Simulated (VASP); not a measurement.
# CdTe (F-43m) in VASP: G0W0 quasiparticle levels with HSE06

Aim: the G0W0 quasiparticle levels of CdTe with HSE06.

All numbers are computed with VASP 6.6.1; they aren't measurements. Logs are shortened: lines on timing, memory, paths and dates and some standing lists are left out, and cuts for length are marked.

**1. The cell of the first run**

Symmetry: F-43m, No. 216, cubic system. The conventional cell has a = 6.560 Å, b = 6.560 Å, c = 6.560 Å, α = 90.00°, β = 90.00°, γ = 90.00°. Within 3.7 Å of Cd (site symmetry -43m) lie 4 Te at 2.84 Å. Te (site symmetry -43m) has 4 Cd at 2.84 Å within 3.7 Å.

**2. G0W0 quasiparticle levels, HSE06**

POSCAR

```
CdTe
1.0
    0.0000000000      3.2799012430      3.2799012430
    3.2799012430      0.0000000000      3.2799012430
    3.2799012430      3.2799012430      0.0000000000
Cd Te
1 1
Direct
    0.0000000000      0.0000000000      0.0000000000
    0.2500000000      0.2500000000      0.2500000000
```

INCAR.step1

```
SYSTEM = CdTe
  ALGO = Normal
  EDIFF = 1E-5
  ENCUT = 500
  GGA = PE
  ISIF = 2
  ISMEAR = 0
  LASPH = .TRUE.
  LCHARG = .FALSE.
  LREAL = .FALSE.
  LWAVE = .TRUE.
  NELM = 60
  PREC = Accurate
  SIGMA = 0.02
```

INCAR.step2

```
SYSTEM = CdTe
  ALGO = Normal
  EDIFF = 1E-8
  ENCUT = 500
  GGA = PE
  HFSCREEN = 0.2
  ISMEAR = 0
  ISTART = 1
  LASPH = .TRUE.
  LCHARG = .FALSE.
  LHFCALC = .TRUE.
  LREAL = .FALSE.
  LWAVE = .TRUE.
  NELM = 60
  PREC = Accurate
  PRECFOCK = Normal
  SIGMA = 0.01
```

INCAR.step3

```
SYSTEM = CdTe
  ALGO = Exact
  EDIFF = 1E-8
  ENCUT = 500
  GGA = PE
  HFSCREEN = 0.2
  ISMEAR = 0
  ISTART = 1
  LASPH = .TRUE.
  LCHARG = .FALSE.
  LHFCALC = .TRUE.
  LOPTICS = .TRUE.
  LREAL = .FALSE.
  LWAVE = .TRUE.
  NBANDS = 69
  NELM = 1
  PREC = Accurate
  PRECFOCK = Normal
  SIGMA = 0.01
```

INCAR.step4

```
SYSTEM = CdTe
  ALGO = EVGW0
  EDIFF = 1E-8
  ENCUT = 500
  ENCUTGW = 80.0
  GGA = PE
  HFSCREEN = 0.2
  ISMEAR = 0
  ISTART = 1
  LASPH = .TRUE.
  LCHARG = .FALSE.
  LHFCALC = .TRUE.
  LREAL = .FALSE.
  LWAVE = .FALSE.
  NBANDS = 69
  NBANDSGW = 17
  NELMGW = 1
  NOMEGA = 48
  PREC = Accurate
  PRECFOCK = Fast
  SIGMA = 0.01
```

KPOINTS

```
k-points
0
G
  2 2 2
  0 0 0
```

Potentials or basis: VASP PAW PBE potentials, release 64 (Cd_GW, Te_GW).

Command:

```console
$ cat potpaw_PBE.64/Cd_GW/POTCAR potpaw_PBE.64/Te_GW/POTCAR > POTCAR
$ cp INCAR.step1 INCAR
$ mpirun -np 1 vasp_std > vasp.out
$ cp INCAR.step2 INCAR
$ mpirun -np 1 vasp_std > vasp.out
$ cp INCAR.step3 INCAR
$ mpirun -np 1 vasp_std > vasp.out
$ cp INCAR.step4 INCAR
$ mpirun -np 1 vasp_std > vasp.out
```

OUTCAR:

```text
SYSTEM = CdTe
   EDIFF = 1E-8
   ENCUT = 500
   ENCUTGW = 80.0
   GGA = PE
   HFSCREEN = 0.2
   ISMEAR = 0
   ISTART = 1
   LASPH = .TRUE.
   LHFCALC = .TRUE.
   LREAL = .FALSE.
   NELMGW = 1
   PREC = Accurate
   PRECFOCK = Fast

 ion  position               nearest neighbor table
   1  0.000  0.000  0.000-   2 2.84   2 2.84   2 2.84   2 2.84
   2  0.250  0.250  0.250-   1 2.84   1 2.84   1 2.84   1 2.84

  LATTYP: Found a face centered cubic cell.
 ALAT       =     6.5598024860

  Lattice vectors:

 A1 = (   0.0000000000,   3.2799012430,   3.2799012430)
 A2 = (   3.2799012430,   0.0000000000,   3.2799012430)
 A3 = (   3.2799012430,   3.2799012430,   0.0000000000)

Analysis of symmetry for initial positions (statically):
=====================================================================
 Subroutine PRICEL returns:
 Original cell was already a primitive cell.

 Routine SETGRP: Setting up the symmetry group for a
 face centered cubic supercell.

 Subroutine GETGRP returns: Found 24 space group operations
 (whereof 24 operations were pure point group operations)
 out of a pool of 48 trial point group operations.

The static configuration has the point symmetry T_d .

Analysis of symmetry for dynamics (positions and initial velocities):
=====================================================================
 Subroutine PRICEL returns:
 Original cell was already a primitive cell.

 Routine SETGRP: Setting up the symmetry group for a
 face centered cubic supercell.

 Subroutine GETGRP returns: Found 24 space group operations
 (whereof 24 operations were pure point group operations)
 out of a pool of 48 trial point group operations.

The dynamic configuration has the point symmetry T_d .

 Subroutine INISYM returns: Found 24 space group operations
 (whereof 24 operations are pure point group operations),
 and found     1 'primitive' translations

----------------------------------------------------------------------------------------

                                     Primitive cell

  volume of cell :      70.5687

  direct lattice vectors                    reciprocal lattice vectors
     0.000000000  3.279901243  3.279901243    -0.152443614  0.152443614  0.152443614
     3.279901243  0.000000000  3.279901243     0.152443614 -0.152443614  0.152443614
     3.279901243  3.279901243  0.000000000     0.152443614  0.152443614 -0.152443614

  length of vectors
     4.638480821  4.638480821  4.638480821     0.264040085  0.264040085  0.264040085

  position of ions in fractional coordinates (direct lattice)
     0.000000000  0.000000000  0.000000000
     0.250000000  0.250000000  0.250000000

  ion indices of the primitive-cell ions
   primitive index   ion index
                 1           1
                 2           2

----------------------------------------------------------------------------------------

 KPOINTS: k-points

Automatic generation of k-mesh.
 Grid dimensions read from file:
 generate k-points for:    2    2    2

 Generating k-lattice:

  Cartesian coordinates                     Fractional coordinates (reciprocal lattice)
    -0.076221807  0.076221807  0.076221807     0.500000000  0.000000000  0.000000000
     0.076221807 -0.076221807  0.076221807     0.000000000  0.500000000  0.000000000
     0.076221807  0.076221807 -0.076221807     0.000000000  0.000000000  0.500000000

  Length of vectors
     0.132020043  0.132020043  0.132020043

  Shift w.r.t. Gamma in fractional coordinates (k-lattice)
     0.000000000  0.000000000  0.000000000

 Subroutine IBZKPT returns following result:
 ===========================================

 Found      3 irreducible k-points:

 Following reciprocal coordinates:
            Coordinates               Weight
  0.000000  0.000000  0.000000      1.000000
  0.500000  0.000000  0.000000      4.000000
  0.500000  0.500000  0.000000      3.000000
   k-points           NKPTS =      3   k-points in BZ     NKDIM =      8   number of bands    NBANDS=     69
   number of dos      NEDOS =    301   number of ions     NIONS =      2
   total plane-waves  NPLWV =  46656
   dimension x,y,z NGX =    36 NGY =   36 NGZ =   36
   dimension x,y,z NGXF=    72 NGYF=   72 NGZF=   72
   ions per type =               1   1
   NGX,Y,Z   is equivalent  to a cutoff of  12.90, 12.90, 12.90 a.u.
   NGXF,Y,Z  is equivalent  to a cutoff of  25.81, 25.81, 25.81 a.u.
 SYSTEM =  CdTe
   PREC   = accura    normal or accurate (medium, high low for compatibility)
   ISTART =      1    job   : 0-new  1-cont  2-samecut
   ICHARG =      0    charge: 1-file 2-atom 10-const
   ISPIN  =      1    spin polarized calculation?
   LNONCOLLINEAR =      F non collinear calculations
   LSORBIT =      F    spin-orbit coupling
   LASPH  =      T    aspherical Exc in radial PAW
   ENCUT  =  500.0 eV  36.75 Ry    6.06 a.u.   8.46  8.46  8.46*2*pi/ulx,y,z
   NELM   =     60;   NELMIN=  2; NELMDL=  0     # of ELM steps
   EDIFF  = 0.1E-07   stopping-criterion for ELM
   LREAL  =      F    real-space projection
   EDIFFG = 0.1E-06   stopping-criterion for IOM
   NSW    =      0    number of steps for IOM
   IBRION =     -1    ionic relax: 0-MD 1-quasi-New 2-CG
   NFREE  =      0    steps in history (QN), initial steepest desc. (CG)
   ISIF   =      0    stress and relaxation
   ISYM   =      3    0-nonsym 1-usesym 2-fastsym
   POTIM  = 0.5000    time-step for ionic-motion
   TEBEG  =    0.0;   TEEND  =   0.0 temperature during run
   PSTRESS=    0.0 pullay stress
   NELECT =      18.0000    total number of electrons
   NUPDOWN=      -1.0000    fix difference up-down
   EMIN   =  10.00;   EMAX   =-10.00  energy-range for DOS
   EFERMI =   0.00;   METHOD = LEGACY
   ISMEAR =     0;   SIGMA  =   0.01  broadening in eV -4-tet -1-fermi 0-gaus
   EFERMI_NEDOS =   21; number of points for ismear=-14 and -15
   IALGO  =     38    algorithm
   IMIX   =      1    mixing-type and parameters
     AMIX     =   0.40;   BMIX     =  1.00
     AMIX_MAG =   1.60;   BMIX_MAG =  1.00
  volume/ion in A,a.u.               =      35.28       238.11
  Fermi-wavevector in a.u.,A,eV,Ry     =   1.038233  1.961976 14.666102  1.077928
  Thomas-Fermi vector in A             =   2.172708
   LORBIT       =      0    0 simple, 1 ext, 2 COOP (PROOUT), +10 PAW based schemes
   GGA     = PE    functional components
   LHFCALC =     T    Hartree Fock is set to
   PRECFOCK=fast      Normal, Fast or Accurate (Low or Medium for compatibility)
   ENCUT4O =  -1.0   cutoff for four orbital integrals eV
   NKREDX  =     1    reduce k-point grid by
   NKREDY  =     1    reduce k-point grid by
   NKREDZ  =     1    reduce k-point grid by
   AEXX    =    1.0000 exact exchange contribution
   HFSCREEN=    0.0000 screening length (either q_TF or 0.3 A-1)
   HFSCREENC=   0.2000 screening length for correlation (either q_TF or 0.3 A-1)
   ENCUTFOCK=  -1.0 apply spherical cutoff to Coloumb kernel
   IVDW    =     0    specifies the selected vdW correction
   LEPSILON=     F    determine dielectric tensor
   LRPA    =     F    only Hartree local field effects (RPA)
   LRPAFORCE           =     F    calculate RPA forces
   ENCUTGW             =  80.0    cutoff for response function in eV
   ENCUTGWSOFT         =  64.0    soft cutoff for Coulomb kernel in GW response function in eV
   ENCUTLF             =  -1.0    cutoff for local field effects
   NELMGW              =     1    number of iterations in solving QP/BSE equation
   NELMHF              =     1    number of iterations in the inner HF iteration
   NKREDLFX            =     1    NKREDLFY  =   1   NKREDLFZ  =   1
 non-spin polarized calculation
 Gauss-broadening in eV      SIGMA  =   0.01
  energy-cutoff  :      500.00
  volume of cell :       70.57
 maximum number of plane-waves:      1807
 NGX is ok and might be reduce to    36
  NGX = 18; NGY = 18; NGZ = 18
 maximum number of plane-waves:       120
 NGX is ok and might be reduce to    14

 QP shifts <psi_nk| G(iteration)W_0 |psi_nk>: iteration 1
 for sc-GW calculations column KS-energies equals QP-energies in previous step
 and V_xc(KS)=  KS-energies - (<T + V_ion + V_H > + <T+V_H+V_ion>^1  + <V_x>^1)

 k-point   1 :       0.0000    0.0000    0.0000
  band No.  KS-energies  QP-energies   sigma(KS)   V_xc(KS)     V^pw_x(r,r')   Z            occupation Imag(sigma)

      1      -9.1697      -8.4215     -11.2193     -12.3720     -17.1274       0.6491       2.0000       0.8937
      2      -7.1354      -6.9909     -17.1542     -17.3586     -23.2476       0.7070       2.0000       0.3600
      3      -7.1354      -6.9909     -17.1542     -17.3586     -23.2476       0.7070       2.0000       0.3600
      4      -7.1354      -6.9909     -17.1542     -17.3586     -23.2476       0.7070       2.0000       0.3600
      5      -6.9087      -6.7836     -17.3505     -17.5259     -23.3694       0.7132       2.0000       0.3047
      6      -6.9087      -6.7836     -17.3505     -17.5259     -23.3694       0.7132       2.0000       0.3047
      7       2.5892       2.7907     -11.5777     -11.8377     -14.0210       0.7753       2.0000       0.1190
      8       2.5892       2.7907     -11.5777     -11.8377     -14.0210       0.7753       2.0000       0.1190
      9       2.5892       2.7907     -11.5777     -11.8377     -14.0210       0.7753       2.0000       0.1190
     10       4.2593       4.4464      -8.6302      -8.8721      -4.6040       0.7733       0.0000      -0.0991
     11       8.0884       8.1152      -8.1661      -8.2008      -4.0879       0.7707       0.0000      -0.1259
     12       8.0884       8.1152      -8.1661      -8.2008      -4.0879       0.7707       0.0000      -0.1259
     13       8.0884       8.1152      -8.1661      -8.2008      -4.0879       0.7707       0.0000      -0.1259
     14      11.0834      10.6869      -6.9002      -6.3736      -2.1114       0.7530       0.0000      -0.2214
     15      12.9609      12.9709      -8.1639      -8.1765      -3.7664       0.7849       0.0000      -0.2404
     16      12.9609      12.9709      -8.1639      -8.1765      -3.7664       0.7849       0.0000      -0.2404
     17      13.6232      13.1365      -6.5096      -5.8735      -1.7109       0.7651       0.0000      -0.3074

 k-point   2 :       0.5000    0.0000    0.0000
  band No.  KS-energies  QP-energies   sigma(KS)   V_xc(KS)     V^pw_x(r,r')   Z            occupation Imag(sigma)

      1      -8.8777      -8.2658     -12.6780     -13.5913     -18.5651       0.6700       2.0000       0.7537
      2      -7.0808      -6.9365     -17.2155     -17.4181     -23.3009       0.7120       2.0000       0.3532
      3      -7.0808      -6.9365     -17.2155     -17.4181     -23.3009       0.7120       2.0000       0.3532
      4      -6.9013      -6.7712     -17.3657     -17.5472     -23.3948       0.7166       2.0000       0.3126
      5      -6.9013      -6.7712     -17.3657     -17.5472     -23.3948       0.7166       2.0000       0.3126
      6      -6.4126      -6.1729     -16.3579     -16.6872     -22.1356       0.7278       2.0000       0.4421
      7      -1.8592      -1.8226     -10.1869     -10.2342     -12.8399       0.7730       2.0000       0.2680
      8       1.8237       1.9756     -11.1980     -11.3975     -13.6475       0.7615       2.0000       0.1254
      9       1.8237       1.9756     -11.1980     -11.3975     -13.6475       0.7615       2.0000       0.1254
     10       5.2988       5.4000      -8.4757      -8.6060      -4.5069       0.7763       0.0000      -0.0964
     11       8.6693       8.6171      -7.9333      -7.8657      -3.8243       0.7714       0.0000      -0.1421
     12       8.6693       8.6171      -7.9333      -7.8657      -3.8243       0.7714       0.0000      -0.1421
     13      10.5582      10.0982      -6.8342      -6.2372      -2.4429       0.7705       0.0000      -0.2152
     14      12.2619      11.9923      -7.5791      -7.2242      -2.8754       0.7596       0.0000      -0.3059
     15      13.9264      13.8633      -7.8957      -7.8130      -3.1742       0.7634       0.0000      -0.3037
     16      13.9264      13.8633      -7.8957      -7.8130      -3.1742       0.7634       0.0000      -0.3037
     17      14.9874      15.0234      -7.9837      -8.0319      -3.1147       0.7483       0.0000      -0.3128

 k-point   3 :       0.5000    0.5000    0.0000
  band No.  KS-energies  QP-energies   sigma(KS)   V_xc(KS)     V^pw_x(r,r')   Z            occupation Imag(sigma)

      1      -8.8005      -8.2319     -13.1509     -13.9984     -19.0573       0.6709       2.0000       0.7113
      2      -6.9994      -6.8530     -17.3491     -17.5538     -23.4451       0.7156       2.0000       0.3427
      3      -6.9994      -6.8530     -17.3491     -17.5538     -23.4451       0.7156       2.0000       0.3427
      4      -6.9815      -6.8608     -17.1843     -17.3541     -23.1764       0.7109       2.0000       0.3310
      5      -6.8823      -6.7441     -17.3724     -17.5654     -23.4092       0.7165       2.0000       0.3122
      6      -6.2063      -5.9146     -15.9456     -16.3383     -21.6125       0.7428       2.0000       0.4783
      7      -1.7877      -1.7009     -10.6123     -10.7267     -13.3017       0.7586       2.0000       0.2470
      8       0.7469       0.8379     -10.6360     -10.7564     -13.1239       0.7551       2.0000       0.1402
      9       0.7469       0.8379     -10.6360     -10.7564     -13.1239       0.7551       2.0000       0.1402
     10       6.0177       5.7665      -7.0890      -6.7666      -3.2400       0.7794       0.0000      -0.1100
     11       6.1452       6.1555      -8.3904      -8.4038      -4.4946       0.7713       0.0000      -0.1007
     12      12.4308      12.2724      -8.1364      -7.9289      -3.5173       0.7634       0.0000      -0.3234
     13      12.7537      12.7473      -8.6707      -8.6621      -3.7522       0.7488       0.0000      -0.3703
     14      12.7537      12.7473      -8.6707      -8.6621      -3.7522       0.7488       0.0000      -0.3703
     15      14.4944      14.5551      -8.0085      -8.0882      -3.4223       0.7608       0.0000      -0.2379
     16      15.2524      15.2338      -8.1020      -8.0775      -3.5260       0.7598       0.0000      -0.2794
     17      15.2524      15.2338      -8.1020      -8.0775      -3.5260       0.7598       0.0000      -0.2794
```

It took 7.5 min on 1 thread of Intel Xeon Platinum 8488C (Sapphire Rapids), shared host; peak memory 0.89 GiB.

What came out:

```yaml
Quasiparticle_gap: 1.66 eV
Least_direct_quasiparticle_gap: 1.66 eV
Band_gap_of_the_starting_levels_on_the_mesh: 1.67 eV
Least_direct_gap_of_the_starting_levels_on_the_mesh: 1.67 eV
```

Caveat: the k points lie up to 0.83 Å⁻¹ apart; bands, screening cutoff and mesh are small and nothing is extrapolated, so the quasiparticle values aren't converged; spin-orbit coupling is left out, which moves the levels of the heavy elements.
